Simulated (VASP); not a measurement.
# ZrO2 (Cubic zirconia) (Fm-3m) in VASP: a series of runs

Aim: see how the results for ZrO2 (Cubic zirconia) move with the level of theory and the settings. Levels: LDA, RPBE. Tasks: single point.

Program: VASP 6.6.1. These are calculated values, not measurements. Logs are shortened: lines on timing, memory, paths and dates and some standing lists are left out, and cuts for length are marked.

## (1) The cell of the first run

Symmetry: Fm-3m, No. 225, cubic system. The conventional cell has a = 5.070 Å, b = 5.070 Å, c = 5.070 Å, α = 90.00°, β = 90.00°, γ = 90.00°. Within 2.9 Å of Zr (site symmetry m-3m) lie 8 O at 2.20 Å. O (site symmetry -43m) has 4 Zr at 2.20 Å and 6 O at 2.53 Å within 2.9 Å.

## (2) Single point, LDA

INCAR reads:

```
SYSTEM = ZrO2
PREC = Accurate
ENCUT = 600
EDIFF = 1E-6
ISMEAR = 0
SIGMA = 0.01
LREAL = .False.
LASPH = .True.
NELM = 120
ALGO = Normal
ISIF = 2
LWAVE = .False.
LCHARG = .False.
GGA = CA
NBANDS = 19
GGA_COMPAT = .False.
```

KPOINTS reads:

```
regular mesh
0
Gamma
  5 5 5
  0 0 0
```

POSCAR reads:

```
ZrO2
1.0
    3.5850310000      0.0000000000      0.0000000000
    1.7925155000      3.1047279194      0.0000000000
    1.7925155000      1.0349093065      2.9271655540
Zr O
1 2
Direct
    0.0000000000      0.0000000000      0.0000000000
    0.2500000000      0.2500000000      0.2500000000
    0.7500000000      0.7500000000      0.7500000000
```

Potentials or basis: VASP PAW LDA potentials, release 64 (Zr_sv, O).

The run is started by

```bash
$ cat potpaw_LDA.64/Zr_sv/POTCAR potpaw_LDA.64/O/POTCAR > POTCAR
$ mpirun -np 1 vasp_std > vasp.out
```

OUTCAR:

```text
SYSTEM = ZrO2
   PREC = Accurate
   ENCUT = 600
   EDIFF = 1E-6
   ISMEAR = 0
   LREAL = .False.
   LASPH = .True.
   NELM = 120
   ISIF = 2
   GGA = CA

 ion  position               nearest neighbor table
   1  0.000  0.000  0.000-   3 2.20   2 2.20   3 2.20   2 2.20   2 2.20   3 2.20   2 2.20   3 2.20

   2  0.250  0.250  0.250-   1 2.20   1 2.20   1 2.20   1 2.20
   3  0.750  0.750  0.750-   1 2.20   1 2.20   1 2.20   1 2.20

  LATTYP: Found a face centered cubic cell.
 ALAT       =     5.0699994618

  Lattice vectors:

 A1 = (   3.5850310000,   0.0000000000,   0.0000000000)
 A2 = (   1.7925155000,   3.1047279194,   0.0000000000)
 A3 = (   1.7925155000,   1.0349093065,   2.9271655540)

Analysis of symmetry for initial positions (statically):
=====================================================================
 Subroutine PRICEL returns:
 Original cell was already a primitive cell.

 Routine SETGRP: Setting up the symmetry group for a
 face centered cubic supercell.

 Subroutine GETGRP returns: Found 48 space group operations
 (whereof 48 operations were pure point group operations)
 out of a pool of 48 trial point group operations.

The static configuration has the point symmetry O_h .

Analysis of symmetry for dynamics (positions and initial velocities):
=====================================================================
 Subroutine PRICEL returns:
 Original cell was already a primitive cell.

 Routine SETGRP: Setting up the symmetry group for a
 face centered cubic supercell.

 Subroutine GETGRP returns: Found 48 space group operations
 (whereof 48 operations were pure point group operations)
 out of a pool of 48 trial point group operations.

The dynamic configuration has the point symmetry O_h .

 Subroutine INISYM returns: Found 48 space group operations
 (whereof 48 operations are pure point group operations),
 and found     1 'primitive' translations

----------------------------------------------------------------------------------------

                                     Primitive cell

  volume of cell :      32.5810

  direct lattice vectors                    reciprocal lattice vectors
     3.585031000  0.000000000  0.000000000     0.278937616 -0.161044708 -0.113875805
     1.792515500  3.104727919  0.000000000     0.000000000  0.322089415 -0.113875805
     1.792515500  1.034909306  2.927165554     0.000000000  0.000000000  0.341627414

  length of vectors
     3.585031000  3.585031000  3.585031000     0.341627414  0.341627414  0.341627414

  position of ions in fractional coordinates (direct lattice)
     0.000000000  0.000000000  0.000000000
     0.250000000  0.250000000  0.250000000
     0.750000000  0.750000000  0.750000000

  ion indices of the primitive-cell ions
   primitive index   ion index
                 1           1
                 2           2
                 3           3

----------------------------------------------------------------------------------------

 KPOINTS: regular mesh

Automatic generation of k-mesh.
 Grid dimensions read from file:
 generate k-points for:    5    5    5

 Generating k-lattice:

  Cartesian coordinates                     Fractional coordinates (reciprocal lattice)
     0.055787523 -0.032208942 -0.022775161     0.200000000  0.000000000  0.000000000
     0.000000000  0.064417883 -0.022775161     0.000000000  0.200000000 -0.000000000
     0.000000000  0.000000000  0.068325483     0.000000000  0.000000000  0.200000000

  Length of vectors
     0.068325483  0.068325483  0.068325483

  Shift w.r.t. Gamma in fractional coordinates (k-lattice)
     0.000000000  0.000000000  0.000000000

 Subroutine IBZKPT returns following result:
 ===========================================

 Found     10 irreducible k-points:

 Following reciprocal coordinates:
            Coordinates               Weight
  0.000000  0.000000  0.000000      1.000000
  0.200000  0.000000  0.000000      8.000000
  0.400000 -0.000000 -0.000000      8.000000
  0.200000  0.200000 -0.000000      6.000000
  0.400000  0.200000  0.000000     24.000000
 -0.400000  0.200000  0.000000     24.000000
 -0.200000  0.200000  0.000000     12.000000
  0.400000  0.400000  0.000000      6.000000
 -0.400000  0.400000  0.000000     12.000000
 -0.400000  0.400000  0.200000     24.000000
   k-points           NKPTS =     10   k-points in BZ     NKDIM =     10   number of bands    NBANDS=     19
   number of dos      NEDOS =    301   number of ions     NIONS =      3
   total plane-waves  NPLWV =  27000
   dimension x,y,z NGX =    30 NGY =   30 NGZ =   30
   dimension x,y,z NGXF=    60 NGYF=   60 NGZF=   60
   ions per type =               1   2
   NGX,Y,Z   is equivalent  to a cutoff of  13.91, 13.91, 13.91 a.u.
   NGXF,Y,Z  is equivalent  to a cutoff of  27.82, 27.82, 27.82 a.u.
 SYSTEM =  ZrO2
   PREC   = accura    normal or accurate (medium, high low for compatibility)
   ISTART =      0    job   : 0-new  1-cont  2-samecut
   ICHARG =      2    charge: 1-file 2-atom 10-const
   ISPIN  =      1    spin polarized calculation?
   LNONCOLLINEAR =      F non collinear calculations
   LSORBIT =      F    spin-orbit coupling
   LASPH  =      T    aspherical Exc in radial PAW
   ENCUT  =  600.0 eV  44.10 Ry    6.64 a.u.   7.16  7.16  7.16*2*pi/ulx,y,z
   NELM   =    120;   NELMIN=  2; NELMDL= -5     # of ELM steps
   EDIFF  = 0.1E-05   stopping-criterion for ELM
   LREAL  =      F    real-space projection
   EDIFFG = 0.1E-04   stopping-criterion for IOM
   NSW    =      0    number of steps for IOM
   IBRION =     -1    ionic relax: 0-MD 1-quasi-New 2-CG
   NFREE  =      0    steps in history (QN), initial steepest desc. (CG)
   ISIF   =      2    stress and relaxation
   ISYM   =      2    0-nonsym 1-usesym 2-fastsym
   POTIM  = 0.5000    time-step for ionic-motion
   TEBEG  =    0.0;   TEEND  =   0.0 temperature during run
   PSTRESS=    0.0 pullay stress
   NELECT =      24.0000    total number of electrons
   NUPDOWN=      -1.0000    fix difference up-down
   EMIN   =  10.00;   EMAX   =-10.00  energy-range for DOS
   EFERMI =   0.00;   METHOD = LEGACY
   ISMEAR =     0;   SIGMA  =   0.01  broadening in eV -4-tet -1-fermi 0-gaus
   EFERMI_NEDOS =   21; number of points for ismear=-14 and -15
   IALGO  =     38    algorithm
   IMIX   =      4    mixing-type and parameters
     AMIX     =   0.40;   BMIX     =  1.00
     AMIX_MAG =   1.60;   BMIX_MAG =  1.00
  volume/ion in A,a.u.               =      10.86        73.29
  Fermi-wavevector in a.u.,A,eV,Ry     =   1.478509  2.793977 29.742187  2.185989
  Thomas-Fermi vector in A             =   2.592781
   LORBIT       =      0    0 simple, 1 ext, 2 COOP (PROOUT), +10 PAW based schemes
   GGA     = CA    functional components
   LHFCALC =     F    Hartree Fock is set to
   AEXX    =    0.0000 exact exchange contribution
   IVDW    =     0    specifies the selected vdW correction
   LEPSILON=     F    determine dielectric tensor
   LRPA    =     F    only Hartree local field effects (RPA)
 non-spin polarized calculation
 Gauss-broadening in eV      SIGMA  =   0.01
  energy-cutoff  :      600.00
  volume of cell :       32.58
 maximum number of plane-waves:      1103
 NGX is ok and might be reduce to    30
   NGX = 15   NGY = 15   NGZ = 15

 number of electron      23.9999996 magnetization

 Free energy of the ion-electron system (eV)
  ---------------------------------------------------
  ext. energy  EPLUGINS =         0.00000000
  ---------------------------------------------------
  free energy    TOTEN  =       -31.36000744 eV

  energy without entropy =      -31.36000744  energy(sigma->0) =      -31.36000744

 E-fermi :   7.0358     XC(G=0): -12.3384

 val. band max:        6.8771670848   @ k =  -0.4000   0.4000   0.0000
 cond. band min:      10.3380636516   @ k =   0.0000   0.0000   0.0000
 fundamental gap:      3.4608965668
 Fermi energy:         7.0358278763

 k-point     1 :       0.0000    0.0000    0.0000
  band No.  band energies     occupation
      1     -40.6050      2.00000
      2     -18.5933      2.00000
      3     -18.5933      2.00000
      4     -18.5933      2.00000
      5     -10.9069      2.00000
      6      -8.1921      2.00000
[... 11 lines left out ...]
     18      16.6115      0.00000
     19      21.2374      0.00000

 k-point     2 :       0.2000    0.0000    0.0000
  band No.  band energies     occupation
      1     -40.5870      2.00000
      2     -18.8714      2.00000
      3     -18.6200      2.00000
      4     -18.6200      2.00000
      5     -10.3821      2.00000
      6      -8.5534      2.00000
[... 11 lines left out ...]
     18      16.0981      0.00000
     19      20.5456      0.00000

 k-point     3 :       0.4000   -0.0000   -0.0000
  band No.  band energies     occupation
      1     -40.5578      2.00000
      2     -19.2698      2.00000
      3     -18.6627      2.00000
      4     -18.6627      2.00000
      5      -9.9010      2.00000
      6      -8.6393      2.00000
[... 11 lines left out ...]
     18      16.2053      0.00000
     19      20.6085      0.00000

 k-point     4 :       0.2000    0.2000   -0.0000
  band No.  band energies     occupation
      1     -40.5810      2.00000
      2     -18.8994      2.00000
      3     -18.6602      2.00000
      4     -18.6602      2.00000
      5     -10.1609      2.00000
      6      -8.7102      2.00000
[... 11 lines left out ...]
     18      15.8222      0.00000
     19      21.1721      0.00000

 k-point     5 :       0.4000    0.2000    0.0000
  band No.  band energies     occupation
      1     -40.5556      2.00000
      2     -19.1773      2.00000
      3     -18.7644      2.00000
      4     -18.7069      2.00000
      5      -9.5317      2.00000
      6      -8.9687      2.00000
[... 11 lines left out ...]
     18      17.1179      0.00000
     19      21.1423      0.00000

 k-point     6 :      -0.4000    0.2000    0.0000
  band No.  band energies     occupation
      1     -40.5458      2.00000
      2     -19.2353      2.00000
      3     -18.8789      2.00000
      4     -18.6961      2.00000
      5      -9.5272      2.00000
      6      -8.7870      2.00000
[... 11 lines left out ...]
     18      17.4143      0.00000
     19      21.4715      0.00000

 k-point     7 :      -0.2000    0.2000    0.0000
  band No.  band energies     occupation
      1     -40.5653      2.00000
      2     -19.0650      2.00000
      3     -18.7826      2.00000
      4     -18.6425      2.00000
      5      -9.7661      2.00000
      6      -8.8839      2.00000
[... 11 lines left out ...]
     18      17.0591      0.00000
     19      20.9277      0.00000

 k-point     8 :       0.4000    0.4000    0.0000
  band No.  band energies     occupation
      1     -40.5422      2.00000
      2     -19.3224      2.00000
      3     -18.7667      2.00000
      4     -18.7667      2.00000
      5      -9.3919      2.00000
      6      -8.8784      2.00000
[... 11 lines left out ...]
     18      18.1394      0.00000
     19      22.5861      0.00000

 k-point     9 :      -0.4000    0.4000    0.0000
  band No.  band energies     occupation
      1     -40.5361      2.00000
      2     -19.2844      2.00000
      3     -18.9208      2.00000
      4     -18.7601      2.00000
      5      -9.3531      2.00000
      6      -8.7730      2.00000
[... 11 lines left out ...]
     18      19.4824      0.00000
     19      21.4295      0.00000

 k-point    10 :      -0.4000    0.4000    0.2000
  band No.  band energies     occupation
      1     -40.5398      2.00000
      2     -19.1849      2.00000
      3     -18.9740      2.00000
      4     -18.7564      2.00000
      5      -9.1408      2.00000
      6      -9.0528      2.00000
[... 11 lines left out ...]
     18      18.5627      0.00000
     19      22.1898      0.00000

------------------------ aborting loop because EDIFF is reached ----------------------------------------

  FORCE on cell =-STRESS in cart. coord.  units (eV):
  Direction    XX          YY          ZZ          XY          YZ          ZX
  --------------------------------------------------------------------------------------
  -------------------------------------------------------------------------------------
  Total       -1.2497077     -1.2497077     -1.2497077     -0.0000000     -0.0000000      0.0000000
  in kB      -61.4547238    -61.4547238    -61.4547238     -0.0000000     -0.0000000      0.0000000
  external PRESSURE =     -61.4547238 kB  Pullay stress =       0.0000000 kB

 VOLUME and BASIS-vectors are now :
 -----------------------------------------------------------------------------
  energy-cutoff  :      600.00
  volume of cell :       32.58
      direct lattice vectors                 reciprocal lattice vectors
     3.585031000  0.000000000  0.000000000     0.278937616 -0.161044708 -0.113875805
     1.792515500  3.104727919  0.000000000     0.000000000  0.322089415 -0.113875805
     1.792515500  1.034909306  2.927165554     0.000000000  0.000000000  0.341627414

 POSITION                                       TOTAL-FORCE (eV/Angst)
 -----------------------------------------------------------------------------------
      0.00000      0.00000      0.00000        -0.000000     -0.000000     -0.000000
      1.79252      1.03491      0.73179        -0.000000      0.000000      0.000000
      5.37755      3.10473      2.19537         0.000000      0.000000     -0.000000
 -----------------------------------------------------------------------------------
    total drift:                               -0.000000      0.000000     -0.000000

  FREE ENERGIE OF THE ION-ELECTRON SYSTEM (eV)
  ---------------------------------------------------
  free  energy   TOTEN  =       -31.3600074400 eV

  energy  without entropy=      -31.3600074400  energy(sigma->0) =      -31.36000744
```

Run time: 6.9 s. Hardware: 1 thread of Intel Xeon Platinum 8559C (Emerald Rapids), shared host; peak memory 0.14 GiB.

Results:

```yaml
Free_energy: -31.3600 eV
Pressure: -6.1 GPa
Band_gap_on_the_k_mesh: 3.46 eV, indirect (least direct gap 3.81 eV)
```

Levels at points of the mesh, in eV from the valence-band top:
```
           k point  band 10  band 11  band 12  band 13  band 14  band 15
(0.00, 0.00, 0.00)    -0.35    -0.35    -0.35     3.46     3.46     6.67
```

Caveat: the k points lie up to 0.43 Å⁻¹ apart. A k mesh can miss the band edges.

## (3) Single point, RPBE

INCAR reads:

```
SYSTEM = ZrO2
PREC     = Accurate       ! precision mode
ENCUT    = 600            ! plane-wave cutoff, eV
EDIFF    = 1E-6           ! SCF threshold, eV
ISMEAR   = 0              ! smearing method
SIGMA    = 0.01           ! smearing width, eV
LREAL    = .False.        ! projectors in reciprocal space
LASPH    = .True.         ! aspherical terms in the spheres
NELM     = 120            ! most SCF steps
ALGO     = Normal         ! electronic algorithm
ISIF     = 2              ! what is computed and relaxed
LWAVE    = .False.        ! write WAVECAR
LCHARG   = .False.        ! write CHGCAR
GGA      = RP             ! functional
NBANDS   = 19             ! bands
GGA_COMPAT= .False.
```

KPOINTS reads:

```
Automatic mesh
0
Gamma
  5 5 5
  0 0 0
```

POSCAR is that of step 2.

Potentials or basis: VASP PAW PBE potentials, release 64 (Zr_sv, O).

The run is started by

```bash
$ cat potpaw_PBE.64/Zr_sv/POTCAR potpaw_PBE.64/O/POTCAR > POTCAR
$ mpirun -np 1 vasp_std > vasp.out
```

OUTCAR:

```text
SYSTEM = ZrO2
   PREC = Accurate
   ENCUT = 600
   EDIFF = 1E-6
   ISMEAR = 0
   LREAL = .False.
   LASPH = .True.
   NELM = 120
   ISIF = 2
   GGA = RP

 ion  position               nearest neighbor table
   1  0.000  0.000  0.000-   3 2.20   2 2.20   3 2.20   2 2.20   2 2.20   3 2.20   2 2.20   3 2.20

   2  0.250  0.250  0.250-   1 2.20   1 2.20   1 2.20   1 2.20
   3  0.750  0.750  0.750-   1 2.20   1 2.20   1 2.20   1 2.20

  LATTYP: Found a face centered cubic cell.
 ALAT       =     5.0699994618

  Lattice vectors:

 A1 = (   3.5850310000,   0.0000000000,   0.0000000000)
 A2 = (   1.7925155000,   3.1047279194,   0.0000000000)
 A3 = (   1.7925155000,   1.0349093065,   2.9271655540)

Analysis of symmetry for initial positions (statically):
=====================================================================
 Subroutine PRICEL returns:
 Original cell was already a primitive cell.

 Routine SETGRP: Setting up the symmetry group for a
 face centered cubic supercell.

 Subroutine GETGRP returns: Found 48 space group operations
 (whereof 48 operations were pure point group operations)
 out of a pool of 48 trial point group operations.

[... 148 lines left out ...]
  energy without entropy =      -27.17019708  energy(sigma->0) =      -27.17019708

 E-fermi :   7.3757     XC(G=0): -11.6381

 val. band max:        7.2935916827   @ k =  -0.4000   0.4000   0.0000
 cond. band min:      10.9205110098   @ k =   0.0000   0.0000   0.0000
 fundamental gap:      3.6269193271
 Fermi energy:         7.3757129221

 k-point     1 :       0.0000    0.0000    0.0000
  band No.  band energies     occupation
      1     -40.6028      2.00000
      2     -18.4173      2.00000
      3     -18.4173      2.00000
      4     -18.4173      2.00000
      5     -10.8417      2.00000
      6      -8.2779      2.00000
[... 197 lines left out ...]
      6      -9.0772      2.00000
[... 11 lines left out ...]
     18      19.3798      0.00000
     19      22.9817      0.00000

------------------------ aborting loop because EDIFF is reached ----------------------------------------

  FORCE on cell =-STRESS in cart. coord.  units (eV):
  Direction    XX          YY          ZZ          XY          YZ          ZX
  --------------------------------------------------------------------------------------
  -------------------------------------------------------------------------------------
  Total        2.3390603      2.3390603      2.3390603      0.0000000      0.0000000      0.0000000
  in kB      115.0239423    115.0239423    115.0239423      0.0000000      0.0000000      0.0000000
  external PRESSURE =     115.0239423 kB  Pullay stress =       0.0000000 kB

 VOLUME and BASIS-vectors are now :
 -----------------------------------------------------------------------------
  energy-cutoff  :      600.00
  volume of cell :       32.58
      direct lattice vectors                 reciprocal lattice vectors
     3.585031000  0.000000000  0.000000000     0.278937616 -0.161044708 -0.113875805
     1.792515500  3.104727919  0.000000000     0.000000000  0.322089415 -0.113875805
     1.792515500  1.034909306  2.927165554     0.000000000  0.000000000  0.341627414

 POSITION                                       TOTAL-FORCE (eV/Angst)
 -----------------------------------------------------------------------------------
      0.00000      0.00000      0.00000        -0.000000     -0.000000     -0.000000
      1.79252      1.03491      0.73179        -0.000000     -0.000000      0.000000
      5.37755      3.10473      2.19537         0.000000      0.000000      0.000000
 -----------------------------------------------------------------------------------
    total drift:                               -0.000000      0.000000     -0.000000

  FREE ENERGIE OF THE ION-ELECTRON SYSTEM (eV)
  ---------------------------------------------------
  free  energy   TOTEN  =       -27.1701970808 eV

  energy  without entropy=      -27.1701970808  energy(sigma->0) =      -27.17019708
```

It took 8.4 s on 1 thread of Intel Xeon Platinum 8559C (Emerald Rapids), shared host; peak memory 0.16 GiB.

What came out:

```yaml
Free_energy: -27.1702 eV
Pressure: 11.5 GPa
Band_gap_on_the_k_mesh: 3.63 eV, indirect (least direct gap 3.96 eV)
```

Caveat: the k points lie up to 0.43 Å⁻¹ apart; the PAW data sets were made with another functional, which shifts forces and pressure a little.
